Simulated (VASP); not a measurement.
A run of VASP 6.6.1:

File INCAR:

```
PREC = Accurate
ENCUT = 520
EDIFF = 1E-6
ISMEAR = -1
SIGMA = 0.1
LREAL = False
LASPH = True
NELM = 80
ALGO = Normal
ISIF = 2
LWAVE = False
LCHARG = True
GGA = RP
LELF = True
LVHAR = True
NBANDS = 13
```

KPOINTS

```
Automatic mesh
0
Gamma
  23 23 23
```

The input POSCAR:

```
W
1.0
   -1.5320697339      1.5320697339      1.5320697339
    1.5320697339     -1.5320697339      1.5320697339
    1.5320697339      1.5320697339     -1.5320697339
W
1
Direct
    0.0000000000      0.0000000000      0.0000000000
```

Potentials or basis: VASP PAW PBE potentials, release 64 (W_sv).

Run with:

```sh
$ cat potpaw_PBE.64/W_sv/POTCAR > POTCAR
$ mpirun -np 1 vasp_std > vasp.out
```

Hardware: 1 thread of AMD EPYC 9R45 (Zen 5), with other jobs on the host.

Problem. Estimate the wall time of this run.

Solution. Run time: 25 s on 1 thread of AMD EPYC 9R45 (Zen 5), with other jobs on the host, peak memory 0.14 GiB. Counts: scf iterations 11, k points 364.
